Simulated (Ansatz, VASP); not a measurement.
**Rh in VASP and in Ansatz**

```
Rh
1.0
     0.00000    1.93007    1.84450
     1.93007    0.00000    1.84450
     1.93007    1.93007    0.00000
Rh
1
Direct
  0.00000 0.00000 0.00000
```

Change from the starting cell: strain +0.015 along x and y, -0.030 along z, atoms carried along.

Alike in both runs: task single point; functional r2SCAN; k mesh 8 × 8 × 8; occupations gaussian, width 0.15 eV; no spin polarisation.

```csv
,VASP,Ansatz
version,VASP 6.6.1,Ansatz 0.2.0
potentials or method,"VASP PAW PBE potentials, release 64 (Rh_pv), cutoff 520 eV","scalar-relativistic, plane waves, PAW"
valence electrons in the cell,15,17
```

VASP gave:

- gap on the k mesh at the Fermi level (eV): none
- pressure (GPa): 1.9
- traceless stress, the component that is largest in VASP (GPa): 6.86

Q: Estimate Ansatz's values.

A: gap on the k mesh at the Fermi level (eV): none; pressure (GPa): 0.7; traceless stress, the component that is largest in VASP (GPa): 6.82.

VASP's potentials were made for PBE, not for r2SCAN. A gap of «none» marks a metal or a gap that the smearing closes. VASP's potentials hold 15 valence electrons a cell and Ansatz's 17, so a difference there can come from the potentials and not from the codes.
